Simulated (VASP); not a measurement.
Crystal: WS2.

```
W S
1.0
     1.80068    1.03962    6.43379
    -1.80068    1.03962    6.43379
     0.00000   -2.07924    6.43379
W S
1 2
Direct
  0.00000 0.00000 0.00000
  0.42442 0.42442 0.42442
  0.24224 0.24224 0.24224
```

* Program: VASP 6.6.1
* Task: relaxation of cell and atoms
* Functional: PBE
* Dispersion: D3(BJ)
* Potentials or basis: VASP PAW PBE potentials, release 64 (W_sv, S)
* Cutoff: 600 eV
* k mesh: 8 × 8 × 8
* Occupations: fermi-dirac, width 0.02 eV
* Spin: no spin polarisation

At the start: pressure -28.7 GPa; volume 24.09 Å³/atom.

Problem. How do energy, volume and symmetry change on relaxing?

Solution. Over 27 steps the energy falls by 900.2 meV/atom and the volume is 17.39 Å³/atom (-27.8 %); space group R3m (No. 160, to 0.05 Å).

The path:
| step | energy change (eV) | largest force (eV/Å) | pressure (GPa) | volume (Å³) |
| --- | --- | --- | --- | --- |
| 1 | 0.0000 | 3.5906 | -28.71 | 72.27 |
| 2 | 4.6986 | 16.1500 | 168.66 | 35.87 |
| 3 | -2.5704 | 0.3446 | -7.52 | 54.04 |
| 4 | -2.6118 | 0.1141 | -3.97 | 52.92 |
| 5 | -2.6224 | 0.4988 | -0.79 | 52.02 |
| 6 | -2.6935 | 0.1359 | 0.66 | 50.79 |
| 7 | -2.6939 | 0.0930 | 0.54 | 50.88 |
| 8 | -2.6954 | 0.1741 | -0.37 | 51.24 |
| 9 | -2.6955 | 0.2065 | -0.67 | 51.37 |
| 10 | -2.6962 | 0.1892 | -0.61 | 51.42 |
| 11 | -2.6979 | 0.1401 | -0.45 | 51.58 |
| 12 | -2.7000 | 0.0404 | -0.10 | 51.90 |
| 13 | -2.6984 | 0.2179 | 0.67 | 52.54 |
| 14 | -2.7003 | 0.0680 | 0.13 | 52.10 |
| 15 | -2.7003 | 0.0605 | 0.11 | 52.08 |
| 16 | -2.7005 | 0.0128 | -0.03 | 52.17 |
| 17 | -2.7005 | 0.0255 | -0.15 | 52.24 |
| 18 | -2.7005 | 0.0189 | -0.14 | 52.22 |
| 19 | -2.7005 | 0.0073 | -0.09 | 52.19 |
| 20 | -2.7005 | 0.0142 | -0.12 | 52.21 |
| 21 | -2.7006 | 0.0069 | -0.01 | 52.18 |
| 22 | -2.7006 | 0.0072 | 0.02 | 52.17 |
| 23 | -2.7006 | 0.0073 | 0.04 | 52.17 |
| 24 | -2.7006 | 0.0073 | 0.02 | 52.18 |
| 25 | -2.7006 | 0.0069 | 0.02 | 52.18 |
| 26 | -2.7006 | 0.0069 | 0.01 | 52.18 |
| 27 | -2.7006 | 0.0008 | 0.00 | 52.18 |

Final structure:
```xyz
3
Lattice="1.5789 0.9116 6.0429 -1.5789 0.9116 6.0429 0.0000 -1.8231 6.0429" Properties=species:S:1:pos:R:3 pbc="T T T"
W     0.0000    0.0000   18.1284
S     0.0000    0.0000    7.6157
S     0.0000    0.0000    4.4705
```

Caveat: the volume moved by over 15 % at a fixed basis, so the end points are rough.
